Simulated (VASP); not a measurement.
# Sn (Pm-3m) in VASP: density of states with PBEsol

Aim: the density of states of Sn with PBEsol.

Program: VASP 6.6.1. These are calculated values, not measurements. Logs are shortened: lines on timing, memory, paths and dates and some standing lists are left out, and cuts for length are marked.

## 1. The cell of the first run

Symmetry: Pm-3m, No. 221, cubic system. The conventional cell has a = 3.033 Å, b = 3.033 Å, c = 3.033 Å, α = 90.00°, β = 90.00°, γ = 90.00°. Within 4.0 Å of Sn (site symmetry m-3m) lie 6 Sn at 3.03 Å.

## 2. Density of states, PBEsol

POSCAR reads:

```
Sn
1.0
    3.0331809074      0.0000000000      0.0000000000
    0.0000000000      3.0331809074      0.0000000000
    0.0000000000      0.0000000000      3.0331809074
Sn
1
Direct
    0.0000000000      0.0000000000      0.0000000000
```

INCAR.step1 reads:

```
SYSTEM = Sn
  PREC = Accurate
  ENCUT = 520
  EDIFF = 1E-7
  ISMEAR = -1
  SIGMA = 0.1
  LREAL = .False.
  LASPH = .True.
  NELM = 60
  ALGO = Normal
  ISIF = 2
  LWAVE = .False.
  LCHARG = .True.
  GGA = PS
  NBANDS = 13
```

KPOINTS.step1 reads:

```
Automatic mesh
0
Gamma
  14 14 14
  0 0 0
```

INCAR.step2 reads:

```
SYSTEM = Sn
  PREC = Accurate
  ENCUT = 520
  EDIFF = 1E-7
  ISMEAR = -5
  SIGMA = 0.1
  LREAL = .False.
  LASPH = .True.
  NELM = 60
  ALGO = Normal
  ISIF = 2
  LWAVE = .False.
  LCHARG = .False.
  GGA = PS
  LORBIT = 10
  NBANDS = 13
  NEDOS = 1001
  ICHARG = 11
```

KPOINTS.step2 reads:

```
Automatic mesh
0
Gamma
  21 21 21
  0 0 0
```

Potentials or basis: VASP PAW PBE potentials, release 64 (Sn_d).

The run is started by

```
> cat potpaw_PBE.64/Sn_d/POTCAR > POTCAR
> cp INCAR.step1 INCAR
> cp KPOINTS.step1 KPOINTS
> mpirun -np 1 vasp_std > vasp.out
> cp INCAR.step2 INCAR
> cp KPOINTS.step2 KPOINTS
> mpirun -np 1 vasp_std > vasp.out
```

OUTCAR:

```text
SYSTEM = Sn
   PREC = Accurate
   ENCUT = 520
   EDIFF = 1E-7
   ISMEAR = -5
   LREAL = .False.
   LASPH = .True.
   NELM = 60
   ISIF = 2
   GGA = PS
   LORBIT = 10
   ICHARG = 11

 ion  position               nearest neighbor table
   1  0.000  0.000  0.000-

  LATTYP: Found a simple cubic cell.
 ALAT       =     3.0331809074

  Lattice vectors:

 A1 = (   3.0331809074,   0.0000000000,   0.0000000000)
 A2 = (   0.0000000000,   3.0331809074,   0.0000000000)
 A3 = (   0.0000000000,   0.0000000000,   3.0331809074)

Analysis of symmetry for initial positions (statically):
=====================================================================
 Subroutine PRICEL returns:
 Original cell was already a primitive cell.

 Routine SETGRP: Setting up the symmetry group for a
 simple cubic supercell.

 Subroutine GETGRP returns: Found 48 space group operations
 (whereof 48 operations were pure point group operations)
 out of a pool of 48 trial point group operations.

The static configuration has the point symmetry O_h .

Analysis of symmetry for dynamics (positions and initial velocities):
=====================================================================
 Subroutine PRICEL returns:
 Original cell was already a primitive cell.

 Routine SETGRP: Setting up the symmetry group for a
 simple cubic supercell.

 Subroutine GETGRP returns: Found 48 space group operations
 (whereof 48 operations were pure point group operations)
 out of a pool of 48 trial point group operations.

The dynamic configuration has the point symmetry O_h .

 Subroutine INISYM returns: Found 48 space group operations
 (whereof 48 operations are pure point group operations),
 and found     1 'primitive' translations

----------------------------------------------------------------------------------------

                                     Primitive cell

  volume of cell :      27.9058

  direct lattice vectors                    reciprocal lattice vectors
     3.033180907  0.000000000  0.000000000     0.329686897  0.000000000  0.000000000
     0.000000000  3.033180907  0.000000000     0.000000000  0.329686897  0.000000000
     0.000000000  0.000000000  3.033180907     0.000000000  0.000000000  0.329686897

  length of vectors
     3.033180907  3.033180907  3.033180907     0.329686897  0.329686897  0.329686897

  position of ions in fractional coordinates (direct lattice)
     0.000000000  0.000000000  0.000000000

  ion indices of the primitive-cell ions
[... 81 lines left out ...]
   NFREE  =      0    steps in history (QN), initial steepest desc. (CG)
   ISIF   =      2    stress and relaxation
   ISYM   =      2    0-nonsym 1-usesym 2-fastsym
   POTIM  = 0.5000    time-step for ionic-motion
   TEBEG  =    0.0;   TEEND  =   0.0 temperature during run
   PSTRESS=    0.0 pullay stress
   NELECT =      14.0000    total number of electrons
   NUPDOWN=      -1.0000    fix difference up-down
   EMIN   =  10.00;   EMAX   =-10.00  energy-range for DOS
   EFERMI =   0.00;   METHOD = LEGACY
   ISMEAR =    -5;   SIGMA  =   0.10  broadening in eV -4-tet -1-fermi 0-gaus
   EFERMI_NEDOS =   21; number of points for ismear=-14 and -15
   IALGO  =     38    algorithm
   IMIX   =      4    mixing-type and parameters
     AMIX     =   0.40;   BMIX     =  1.00
     AMIX_MAG =   1.60;   BMIX_MAG =  1.00
  volume/ion in A,a.u.               =      27.91       188.32
  Fermi-wavevector in a.u.,A,eV,Ry     =   1.300826  2.458205 23.023074  1.692148
  Thomas-Fermi vector in A             =   2.432000
   LORBIT       =     10    0 simple, 1 ext, 2 COOP (PROOUT), +10 PAW based schemes
   GGA     = PS    functional components
   LHFCALC =     F    Hartree Fock is set to
   AEXX    =    0.0000 exact exchange contribution
   IVDW    =     0    specifies the selected vdW correction
   LEPSILON=     F    determine dielectric tensor
   LRPA    =     F    only Hartree local field effects (RPA)
 non-spin polarized calculation
 Fermi weights with tetrahedron method with Bloechl corrections
  energy-cutoff  :      520.00
  volume of cell :       27.91
 maximum number of plane-waves:       768
 NGX is ok and might be reduce to    24

 number of electron      14.0000014 magnetization

 Free energy of the ion-electron system (eV)
  ---------------------------------------------------
  ext. energy  EPLUGINS =         0.00000000
  ---------------------------------------------------
  free energy    TOTEN  =        -4.21842022 eV

  energy without entropy =       -4.21842022  energy(sigma->0) =       -4.21842022

 E-fermi :   7.3818     XC(G=0): -10.2799

 val. band max:        7.5027015209   @ k =   0.3333   0.3333   0.2857
 cond. band min:       7.2308801965   @ k =   0.3333   0.3333   0.0952
 fundamental gap:     -0.2718213244
 Fermi energy:         7.3817518124

 k-point     1 :       0.0000    0.0000    0.0000
  band No.  band energies     occupation
      1     -14.1457      2.00000
      2     -14.1457      2.00000
      3     -13.7152      2.00000
      4     -13.7152      2.00000
      5     -13.7152      2.00000
      6      -3.5953      2.00000
      7      12.8462      0.00000
      8      12.8462      0.00000
      9      12.8462      0.00000
     10      16.2049      0.00000
     11      16.2049      0.00000
     12      17.5607      0.00000
     13      27.6757      0.00000
[... 354 lines left out ...]
  band No.  band energies     occupation
      1     -14.1184      2.00000
      2     -14.0275      2.00000
      3     -13.7622      2.00000
      4     -13.7502      2.00000
      5     -13.7220      2.00000
      6      -2.8496      2.00000
      7       8.6668     -0.03994
      8      11.7321      0.00000
      9      13.6360      0.00000
     10      17.0949      0.00000
     11      18.9790      0.00000
     12      21.7729      0.00000
     13      23.1239      0.00000

 [... further k-points ...]
[... 5 lines left out ...]
  --------------------------------------------------------------------------------------
  -------------------------------------------------------------------------------------
  Total       -0.0612069     -0.0612069     -0.0612069     -0.0000000     -0.0000000      0.0000000
  in kB       -3.5141175     -3.5141175     -3.5141175     -0.0000000     -0.0000000      0.0000000
  external PRESSURE =      -3.5141175 kB  Pullay stress =       0.0000000 kB

 VOLUME and BASIS-vectors are now :
 -----------------------------------------------------------------------------
  energy-cutoff  :      520.00
  volume of cell :       27.91
      direct lattice vectors                 reciprocal lattice vectors
     3.033180907  0.000000000  0.000000000     0.329686897  0.000000000  0.000000000
     0.000000000  3.033180907  0.000000000     0.000000000  0.329686897  0.000000000
     0.000000000  0.000000000  3.033180907     0.000000000  0.000000000  0.329686897

 POSITION                                       TOTAL-FORCE (eV/Angst)
 -----------------------------------------------------------------------------------
      0.00000      0.00000      0.00000         0.000000      0.000000      0.000000
 -----------------------------------------------------------------------------------
    total drift:                                0.000000     -0.000000     -0.000000

  FREE ENERGIE OF THE ION-ELECTRON SYSTEM (eV)
  ---------------------------------------------------
  free  energy   TOTEN  =        -4.2184202197 eV

  energy  without entropy=       -4.2184202197  energy(sigma->0) =       -4.21842022

 total charge

# of ion       s       p       d       tot
------------------------------------------
    1        1.223   1.041   9.976  12.240
```

OSZICAR.step1:

```text
N       E                     dE             d eps       ncg     rms          rms(c)
DAV:   1     0.819959896950E+02    0.81996E+02   -0.71886E+03  3218   0.159E+03
DAV:   2     0.168961369380E+01   -0.80306E+02   -0.77679E+02  3300   0.346E+02
DAV:   3    -0.412005212004E+01   -0.58097E+01   -0.57896E+01  3695   0.751E+01
DAV:   4    -0.424479157054E+01   -0.12474E+00   -0.12471E+00  3578   0.117E+01
DAV:   5    -0.424913647792E+01   -0.43449E-02   -0.43449E-02  4079   0.213E+00    0.173E+00
DAV:   6    -0.423447696002E+01    0.14660E-01   -0.17511E-02  3825   0.243E+00    0.947E-01
DAV:   7    -0.423043686519E+01    0.40401E-02   -0.10089E-02  3896   0.179E+00    0.138E-01
DAV:   8    -0.423021255759E+01    0.22431E-03   -0.98759E-04  3800   0.539E-01    0.257E-02
DAV:   9    -0.423020954242E+01    0.30152E-05   -0.29570E-05  4631   0.739E-02    0.133E-02
DAV:  10    -0.423020947459E+01    0.67829E-07   -0.13503E-06  3677   0.116E-02    0.159E-03
DAV:  11    -0.423020966447E+01   -0.18988E-06   -0.37134E-08  2585   0.310E-03    0.512E-04
DAV:  12    -0.423020957193E+01    0.92549E-07   -0.15269E-08  1940   0.193E-03
   1 F= -.42302096E+01 E0= -.42214980E+01  d E =-.174231E-01
```

Wall time 32 s (1 thread of Intel Xeon Platinum 8488C (Sapphire Rapids), shared host); peak memory 0.21 GiB.

Results:

```yaml
Valence_electrons_inside_the_program's_atomic_spheres: Sn 12.24
```

Levels at points of the mesh, in eV from the Fermi level:
```csv
k point,band 4,band 5,band 6,band 7,band 8,band 9,band 10,band 11
"(0.00, 0.00, 0.00)",-21.10,-21.10,-10.98,5.46,5.46,5.46,8.82,8.82
```

Caveat: the PAW data sets were made with another functional, which shifts forces and pressure a little; spin-orbit coupling is left out, which moves the levels of the heavy elements; tetrahedron occupations give inexact forces and stress in metals.
